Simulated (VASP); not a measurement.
Write the native input for VASP 6.6.1 that does the following.

| Property | Result |
| --- | --- |
| Task | single point |
| Functional | r2SCAN |
| Potentials or basis | VASP PAW PBE potentials, release 64 (Si, O) |
| Cutoff | 520 eV |
| k mesh | 2 × 2 × 2 |
| Occupations | gaussian, width 0.05 eV |
| Spin | collinear spin, zero start |
| Starting moments | [0.0, 0.0, 0.0, 0.0, 0.0, 0.0, 0.0, 0.0, 0.0, 0.0, 0.0, 0.0, 0.0, 0.0, 0.0, 0.0, 0.0] μB |
| Dipole correction | no |
| Further INCAR settings | LREAL = Auto; ALGO = Normal; EDIFF = 1e-06; NBANDS = 53 |

Si16O (a cell with a defect):

```
Si O
1.0
     0.00000    5.43000    5.43000
     5.43000    0.00000    5.43000
     5.43000    5.43000    0.00000
Si O
16 1
Cartesian
  0.0446 0.0544 -0.0588
  1.6373 1.2347 1.2123
  2.8490 2.7718 -0.0999
  4.1297 4.1366 1.3191
  2.7204 0.2153 2.9852
  4.0510 1.6133 4.2723
  5.4115 2.7932 2.7562
  6.7971 4.1328 4.0905
  0.3089 2.5306 2.6095
  1.3956 4.1014 4.0247
  2.7633 5.4675 2.6879
  4.1887 6.8194 3.9743
  2.6633 2.9101 5.6061
  4.4106 3.9204 6.7356
  5.4755 5.4911 5.4147
  6.7720 6.8413 6.8506
  4.0507 4.7268 8.1192
```

One way to write it, as run:

POSCAR

```
Si16O
1.0
    0.0000000000      5.4300000000      5.4300000000
    5.4300000000      0.0000000000      5.4300000000
    5.4300000000      5.4300000000      0.0000000000
Si O
16 1
Direct
   -0.0045052486     -0.0063181400      0.0145225599
    0.0745579190      0.1487050645      0.1528197974
   -0.0163050645     -0.0020837017      0.5267662063
    0.1220961326      0.1208228361      0.6397138122
    0.0442116943      0.5055527624     -0.0045660221
    0.1689338858      0.6178639042      0.1281804788
    0.0126945672      0.4948844383      0.5017010129
    0.1313260589      0.6219881215      0.6297822284
    0.4448618785      0.0357138122      0.0211771639
    0.6197527624      0.1214503683      0.1355746777
    0.4965144567     -0.0015032228      0.5103945672
    0.6081953039      0.1237148250      0.6476853591
    0.5389428177      0.4934936464     -0.0030115101
    0.5750876611      0.6653532228      0.1469077348
    0.5000318600      0.4971581952      0.5112152855
    0.6371850829      0.6244335175      0.6227209945
    0.8098842541      0.6853722836      0.0606067219
```

INCAR.step1

```
ALGO = Normal
EDIFF = 1E-4
ENCUT = 520
GGA = PE
ISMEAR = 0
ISPIN = 2
LASPH = T
LCHARG = F
LREAL = Auto
LWAVE = T
MAGMOM = 0 0 0 0 0 0 0 0 0 0 0 0 0 0 0 0 0
NBANDS = 53
NELM = 150
PREC = Accurate
SIGMA = 0.05
```

INCAR.step2

```
ALGO = Normal
EDIFF = 1E-6
ENCUT = 520
ISIF = 2
ISMEAR = 0
ISPIN = 2
ISTART = 1
LASPH = T
LCHARG = T
LELF = T
LMIXTAU = T
LORBIT = 11
LREAL = Auto
LVHAR = T
LWAVE = F
MAGMOM = 0 0 0 0 0 0 0 0 0 0 0 0 0 0 0 0 0
METAGGA = R2SCAN
NBANDS = 53
NELM = 150
PREC = Accurate
SIGMA = 0.05
```

KPOINTS

```
k-points
0
Gamma
  2 2 2
```

Potentials or basis: VASP PAW PBE potentials, release 64 (Si, O).

The run is started by

```console
$ cat potpaw_PBE.64/Si/POTCAR potpaw_PBE.64/O/POTCAR > POTCAR
$ cp INCAR.step1 INCAR
$ mpirun -np 1 vasp_std > vasp.out
$ cp INCAR.step2 INCAR
$ mpirun -np 1 vasp_std > vasp.out
```

It gave:

```yaml
Pressure: 3.3 GPa
Largest_force: 0.087 eV/Å
Band_gap_on_the_k_mesh: 0.69 eV
Net_moment: 0.00 μB per cell
Valence_electrons_inside_the_program's_atomic_spheres: Si 1.70, 1.74, 1.71, 1.72, 1.73; O 5.24
```

Caveat: the k points lie up to 0.50 Å⁻¹ apart; the PAW data sets were made with another functional, which shifts forces and pressure a little.

Run time: 19 min on 1 thread of Intel(R) Xeon(R) Platinum 8488C (Sapphire Rapids) (shared host), peak memory 0.82 GiB.
